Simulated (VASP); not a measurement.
# CsCl (Pm-3m) in VASP: notebook

Runs on CsCl. Level: PBEsol. Tasks: electric field gradients.

Everything below comes from runs of VASP 6.6.1. Logs are shortened: lines on timing, memory, paths and dates and some standing lists are left out, and cuts for length are marked.

**1. The cell of the first run**

Symmetry: Pm-3m, No. 221, cubic system. The conventional cell has a = 4.095 Å, b = 4.095 Å, c = 4.095 Å, α = 90.00°, β = 90.00°, γ = 90.00°. Cs (site symmetry m-3m) has 8 Cl at 3.55 Å and 6 Cs at 4.10 Å within 4.7 Å. Within 4.7 Å of Cl (site symmetry m-3m) lie 8 Cs at 3.55 Å and 6 Cl at 4.10 Å.

**2. Electric field gradients, PBEsol (34.34 Å³/atom)**

File INCAR:

```
SYSTEM = CsCl
  PREC = Accurate
  ENCUT = 400
  EDIFF = 1E-8
  ISMEAR = -1
  SIGMA = 0.03
  LREAL = .False.
  LASPH = .True.
  NELM = 120
  ALGO = Normal
  ISIF = 2
  LWAVE = .False.
  LCHARG = .False.
  GGA = PS
  LEFG = .True.
  NBANDS = 15
  GGA_COMPAT = .False.
```

File KPOINTS:

```
Automatic mesh
0
Gamma
  6 6 6
  0 0 0
```

File POSCAR:

```
CsCl
1.0
    4.0953280253      0.0000000000      0.0000000000
    0.0000000000      4.0953280253      0.0000000000
    0.0000000000      0.0000000000      4.0953280253
Cs Cl
1 1
Direct
    0.0000000000      0.0000000000      0.0000000000
    0.5000000000      0.5000000000      0.5000000000
```

Potentials or basis: VASP PAW PBE potentials, release 64 (Cs_sv, Cl).

The run is started by

```sh
cat potpaw_PBE.64/Cs_sv/POTCAR potpaw_PBE.64/Cl/POTCAR > POTCAR
mpirun -np 1 vasp_std > vasp.out
```

OUTCAR:

```text
SYSTEM = CsCl
   PREC = Accurate
   ENCUT = 400
   EDIFF = 1E-8
   ISMEAR = -1
   LREAL = .False.
   LASPH = .True.
   NELM = 120
   ISIF = 2
   GGA = PS

 ion  position               nearest neighbor table
   1  0.000  0.000  0.000-
   2  0.500  0.500  0.500-

  LATTYP: Found a simple cubic cell.
 ALAT       =     4.0953280253

  Lattice vectors:

 A1 = (   4.0953280253,   0.0000000000,   0.0000000000)
 A2 = (   0.0000000000,   4.0953280253,   0.0000000000)
 A3 = (   0.0000000000,   0.0000000000,   4.0953280253)

Analysis of symmetry for initial positions (statically):
=====================================================================
 Subroutine PRICEL returns:
 Original cell was already a primitive cell.

 Routine SETGRP: Setting up the symmetry group for a
 simple cubic supercell.

 Subroutine GETGRP returns: Found 48 space group operations
 (whereof 48 operations were pure point group operations)
 out of a pool of 48 trial point group operations.

The static configuration has the point symmetry O_h .

Analysis of symmetry for dynamics (positions and initial velocities):
=====================================================================
 Subroutine PRICEL returns:
 Original cell was already a primitive cell.

 Routine SETGRP: Setting up the symmetry group for a
 simple cubic supercell.

 Subroutine GETGRP returns: Found 48 space group operations
 (whereof 48 operations were pure point group operations)
 out of a pool of 48 trial point group operations.

The dynamic configuration has the point symmetry O_h .

 Subroutine INISYM returns: Found 48 space group operations
 (whereof 48 operations are pure point group operations),
 and found     1 'primitive' translations

----------------------------------------------------------------------------------------

                                     Primitive cell

  volume of cell :      68.6857

  direct lattice vectors                    reciprocal lattice vectors
     4.095328025  0.000000000  0.000000000     0.244180684  0.000000000  0.000000000
     0.000000000  4.095328025  0.000000000     0.000000000  0.244180684  0.000000000
     0.000000000  0.000000000  4.095328025     0.000000000  0.000000000  0.244180684

  length of vectors
     4.095328025  4.095328025  4.095328025     0.244180684  0.244180684  0.244180684

  position of ions in fractional coordinates (direct lattice)
     0.000000000  0.000000000  0.000000000
     0.500000000  0.500000000  0.500000000

  ion indices of the primitive-cell ions
   primitive index   ion index
                 1           1
                 2           2

----------------------------------------------------------------------------------------

 KPOINTS: Automatic mesh

Automatic generation of k-mesh.
 Grid dimensions read from file:
 generate k-points for:    6    6    6

 Generating k-lattice:

  Cartesian coordinates                     Fractional coordinates (reciprocal lattice)
     0.040696781  0.000000000  0.000000000     0.166666667  0.000000000  0.000000000
     0.000000000  0.040696781  0.000000000     0.000000000  0.166666667  0.000000000
     0.000000000  0.000000000  0.040696781     0.000000000  0.000000000  0.166666667

  Length of vectors
     0.040696781  0.040696781  0.040696781

  Shift w.r.t. Gamma in fractional coordinates (k-lattice)
     0.000000000  0.000000000  0.000000000

 Subroutine IBZKPT returns following result:
 ===========================================

 Found     20 irreducible k-points:

 Following reciprocal coordinates:
            Coordinates               Weight
  0.000000  0.000000  0.000000      1.000000
  0.166667  0.000000  0.000000      6.000000
  0.333333  0.000000  0.000000      6.000000
  0.500000  0.000000  0.000000      3.000000
  0.166667  0.166667  0.000000     12.000000
  0.333333  0.166667  0.000000     24.000000
[... 12 lines left out ...]
  0.500000  0.500000  0.333333      6.000000
  0.500000  0.500000  0.500000      1.000000
   k-points           NKPTS =     20   k-points in BZ     NKDIM =     20   number of bands    NBANDS=     15
   number of dos      NEDOS =    301   number of ions     NIONS =      2
   total plane-waves  NPLWV =  21952
   dimension x,y,z NGX =    28 NGY =   28 NGZ =   28
   dimension x,y,z NGXF=    56 NGYF=   56 NGZF=   56
   ions per type =               1   1
   NGX,Y,Z   is equivalent  to a cutoff of  11.37, 11.37, 11.37 a.u.
   NGXF,Y,Z  is equivalent  to a cutoff of  22.73, 22.73, 22.73 a.u.
 SYSTEM =  CsCl
   PREC   = accura    normal or accurate (medium, high low for compatibility)
   ISTART =      0    job   : 0-new  1-cont  2-samecut
   ICHARG =      2    charge: 1-file 2-atom 10-const
   ISPIN  =      1    spin polarized calculation?
   LNONCOLLINEAR =      F non collinear calculations
   LSORBIT =      F    spin-orbit coupling
   LASPH  =      T    aspherical Exc in radial PAW
   ENCUT  =  400.0 eV  29.40 Ry    5.42 a.u.   6.68  6.68  6.68*2*pi/ulx,y,z
   NELM   =    120;   NELMIN=  2; NELMDL= -5     # of ELM steps
   EDIFF  = 0.1E-07   stopping-criterion for ELM
   LREAL  =      F    real-space projection
   EDIFFG = 0.1E-06   stopping-criterion for IOM
   NSW    =      0    number of steps for IOM
   IBRION =     -1    ionic relax: 0-MD 1-quasi-New 2-CG
   NFREE  =      0    steps in history (QN), initial steepest desc. (CG)
   ISIF   =      2    stress and relaxation
   ISYM   =      2    0-nonsym 1-usesym 2-fastsym
   POTIM  = 0.5000    time-step for ionic-motion
   TEBEG  =    0.0;   TEEND  =   0.0 temperature during run
   PSTRESS=    0.0 pullay stress
   NELECT =      16.0000    total number of electrons
   NUPDOWN=      -1.0000    fix difference up-down
   EMIN   =  10.00;   EMAX   =-10.00  energy-range for DOS
   EFERMI =   0.00;   METHOD = LEGACY
   ISMEAR =    -1;   SIGMA  =   0.03  broadening in eV -4-tet -1-fermi 0-gaus
   EFERMI_NEDOS =   21; number of points for ismear=-14 and -15
   IALGO  =     38    algorithm
   IMIX   =      4    mixing-type and parameters
     AMIX     =   0.40;   BMIX     =  1.00
     AMIX_MAG =   1.60;   BMIX_MAG =  1.00
  volume/ion in A,a.u.               =      34.34       231.76
  Fermi-wavevector in a.u.,A,eV,Ry     =   1.007301  1.903524 13.805236  1.014656
  Thomas-Fermi vector in A             =   2.140098
   LORBIT       =      0    0 simple, 1 ext, 2 COOP (PROOUT), +10 PAW based schemes
   GGA     = PS    functional components
   LHFCALC =     F    Hartree Fock is set to
   AEXX    =    0.0000 exact exchange contribution
   IVDW    =     0    specifies the selected vdW correction
   LEPSILON=     F    determine dielectric tensor
   LRPA    =     F    only Hartree local field effects (RPA)
 non-spin polarized calculation
  energy-cutoff  :      400.00
  volume of cell :       68.69
 maximum number of plane-waves:      1262
 NGX is ok and might be reduce to    28
   NGX = 13   NGY = 13   NGZ = 13

 number of electron      16.0000004 magnetization

 Free energy of the ion-electron system (eV)
  ---------------------------------------------------
  ext. energy  EPLUGINS =         0.00000000
  ---------------------------------------------------
  free energy    TOTEN  =        -6.84547021 eV

  energy without entropy =       -6.84547021  energy(sigma->0) =       -6.84547021

 E-fermi :   0.3352     XC(G=0):  -8.5695

 val. band max:       -0.3034891522   @ k =   0.0000   0.0000   0.0000
 cond. band min:       4.8331659381   @ k =   0.0000   0.0000   0.0000
 fundamental gap:      5.1366550903
 Fermi energy:         0.3352339146

 k-point     1 :       0.0000    0.0000    0.0000
  band No.  band energies     occupation
      1     -19.6493      2.00000
      2     -12.4883      2.00000
      3      -6.1053      2.00000
      4      -6.1053      2.00000
      5      -6.1053      2.00000
      6      -0.3035      2.00000
      7      -0.3035      2.00000
      8      -0.3035      2.00000
      9       4.8332      0.00000
     10       4.9362      0.00000
     11       4.9362      0.00000
     12       9.7664      0.00000
     13       9.7664      0.00000
     14       9.7664      0.00000
     15      12.9041      0.00000
[... 325 lines left out ...]
 k-point    20 :       0.5000    0.5000    0.5000
  band No.  band energies     occupation
      1     -19.4094      2.00000
      2     -12.3091      2.00000
      3      -6.6743      2.00000
      4      -6.6743      2.00000
      5      -6.6743      2.00000
      6      -1.4903      2.00000
      7      -1.4903      2.00000
      8      -1.4903      2.00000
      9       8.1970      0.00000
     10       8.1970      0.00000
     11       8.1970      0.00000
     12      10.1784      0.00000
     13      10.1784      0.00000
     14      10.1784      0.00000
     15      12.3502      0.00000

------------------------ aborting loop because EDIFF is reached ----------------------------------------

  FORCE on cell =-STRESS in cart. coord.  units (eV):
  Direction    XX          YY          ZZ          XY          YZ          ZX
  --------------------------------------------------------------------------------------
  -------------------------------------------------------------------------------------
  Total       -0.1298941     -0.1298941     -0.1298941      0.0000000     -0.0000000     -0.0000000
  in kB       -3.0299383     -3.0299383     -3.0299383      0.0000000     -0.0000000     -0.0000000
  external PRESSURE =      -3.0299383 kB  Pullay stress =       0.0000000 kB

 VOLUME and BASIS-vectors are now :
 -----------------------------------------------------------------------------
  energy-cutoff  :      400.00
  volume of cell :       68.69
      direct lattice vectors                 reciprocal lattice vectors
     4.095328025  0.000000000  0.000000000     0.244180684  0.000000000  0.000000000
     0.000000000  4.095328025  0.000000000     0.000000000  0.244180684  0.000000000
     0.000000000  0.000000000  4.095328025     0.000000000  0.000000000  0.244180684

 POSITION                                       TOTAL-FORCE (eV/Angst)
 -----------------------------------------------------------------------------------
      0.00000      0.00000      0.00000         0.000000      0.000000      0.000000
      2.04766      2.04766      2.04766         0.000000      0.000000      0.000000
 -----------------------------------------------------------------------------------
    total drift:                                0.000000      0.000000      0.000000

  FREE ENERGIE OF THE ION-ELECTRON SYSTEM (eV)
  ---------------------------------------------------
  free  energy   TOTEN  =        -6.8454702101 eV

  energy  without entropy=       -6.8454702101  energy(sigma->0) =       -6.84547021

 Electric field gradients (V/A^2)
---------------------------------------------------------------------
 ion       V_xx      V_yy      V_zz      V_xy      V_xz      V_yz
---------------------------------------------------------------------
   1       0.000     0.000    -0.000     0.000    -0.000     0.000
   2      -0.000    -0.000    -0.000    -0.000    -0.000     0.000
---------------------------------------------------------------------

 Electric field gradients after diagonalization (V/A^2)
 (convention: |V_zz| > |V_xx| > |V_yy|)
----------------------------------------------------------------------
 ion       V_xx      V_yy      V_zz     asymmetry (V_yy - V_xx)/ V_zz
----------------------------------------------------------------------
   1       0.000     0.000    -0.000       0.066
   2      -0.000    -0.000    -0.000      -0.147
----------------------------------------------------------------------

           NMR quadrupolar parameters

 Cq : quadrupolar parameter    Cq=e*Q*V_zz/h
 eta: asymmetry parameters     (V_yy - V_xx)/ V_zz
 Q  : nuclear electric quadrupole moment in mb (millibarn)
----------------------------------------------------------------------
 ion       Cq(MHz)       eta       Q (mb)
----------------------------------------------------------------------
   1      -0.000       0.066       1.000
   2      -0.000      -0.147       1.000
----------------------------------------------------------------------
```

It took 13 s on 1 thread of Intel Xeon Platinum 8259CL at 2.50GHz (Skylake/Cascade Lake), shared host; peak memory 0.16 GiB.

What came out:

* Free energy: -6.8455 eV
* Pressure: -0.3 GPa
* Band gap on the k mesh: 5.14 eV
* Largest electric field gradient by atom: zero within the noise of the run

Levels at points of the mesh, in eV from the valence-band top:
| k point | band 6 | band 7 | band 8 | band 9 | band 10 | band 11 |
| --- | --- | --- | --- | --- | --- | --- |
| (0.00, 0.00, 0.00) | 0.00 | 0.00 | 0.00 | 5.14 | 5.24 | 5.24 |
| (0.50, 0.00, 0.00) | -1.26 | -0.27 | -0.27 | 6.31 | 7.59 | 8.83 |
| (0.50, 0.50, 0.00) | -0.44 | -0.44 | -0.07 | 5.82 | 5.89 | 7.92 |
| (0.50, 0.50, 0.50) | -1.19 | -1.19 | -1.19 | 8.50 | 8.50 | 8.50 |

Caveat: the PAW data sets were made with another functional, which shifts forces and pressure a little; spin-orbit coupling is left out, which moves the levels of the heavy elements. A k mesh can miss the band edges.

(Continued in part 2 of 2.)
